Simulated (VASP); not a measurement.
Write the native input for VASP 6.6.1 that does the following.

```yaml
Task: single point
Functional: PBE
Potentials_or_basis: VASP PAW PBE potentials, release 64 (Ni, O)
Cutoff: 520 eV
k_mesh: 10 × 10 × 10
Occupations: gaussian, width 0.05 eV
Spin: collinear spin, ferromagnetic start
Starting_moments: "[2.0, 2.0, 0.0, 0.0] μB"
Dipole_correction: no
Further_INCAR_settings: ALGO = Normal; EDIFF = 1e-07; NBANDS = 28
```

The structure of NiO lies in POSCAR:

```
NiO
1.0
   -2.1084194095     -2.1084194095      4.2168388190
   -4.2168388190     -2.1084194095      2.1084194095
   -2.1084194095     -4.2168388190      2.1084194095
Ni O
2 2
Direct
    0.0000000000      0.0000000000      0.0000000000
    0.5000000000      0.5000000000      0.5000000000
    1.2500000000     -0.7500000000     -0.7500000000
    1.7500000000     -0.2500000000     -0.2500000000
```

These files were run (other wordings do the same):

INCAR

```
  PREC = Accurate
  ENCUT = 520
  EDIFF = 1E-7
  ISMEAR = 0
  SIGMA = 0.05
  LREAL = False
  LASPH = True
  NELM = 150
  ALGO = Normal
  ISIF = 2
  LWAVE = False
  LCHARG = False
  ISPIN = 2
  MAGMOM = 2 2 0 0
  LORBIT = 11
  LMAXMIX = 4
  GGA = PE
  NBANDS = 28
```

KPOINTS

```
Automatic mesh
0
Gamma
  10 10 10
```

Potentials or basis: VASP PAW PBE potentials, release 64 (Ni, O).

Command:

```console
$ cat potpaw_PBE.64/Ni/POTCAR potpaw_PBE.64/O/POTCAR > POTCAR
$ mpirun -np 1 vasp_std > vasp.out
```

It gave:

```json
{"Pressure": "-0.3 GPa", "Net moment": "3.58 μB per cell", "Site moments": "Ni +1.47; O +0.28 μB", "Valence electrons inside the program's atomic spheres": "Ni 8.93; O 4.97"}
```

Wall time 16 min on 1 thread of Intel(R) Xeon(R) Platinum 8375C CPU @ 2.90GHz (Ice Lake), with other jobs on the host, peak memory 0.4 GiB.
